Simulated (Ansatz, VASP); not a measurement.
## One calculation of BAs, two programs

```
CELL_PARAMETERS angstrom
0.00000 2.15525 2.15525
2.15525 0.00000 2.15525
2.15525 2.15525 0.00000
ATOMIC_POSITIONS crystal
B 0.00000 0.00000 0.00000
As 0.25000 0.25000 0.25000
```

Change from the starting cell: volume scaled by 0.72, LAPW.

Alike in both runs: task single point; functional PBE; k mesh 14 × 14 × 14; occupations fermi-dirac, width 0.08 eV; no spin polarisation.

```csv
,VASP,Ansatz
version,VASP 6.6.1,Ansatz 0.2.0
potentials or method,"VASP PAW PBE potentials, release 64 (B, As), cutoff 520 eV","all-electron LAPW, scalar-relativistic"
```

```tsv
	VASP	Ansatz	Ansatz less VASP
pressure (GPa)	86.1	83.2	-2.86
```

Both programs put the cell under a high pressure, so it lies far from rest at this level. Ansatz ran all-electron here, and VASP with PAW potentials.

Noted on VASP's run: the cell as given lies far from equilibrium.
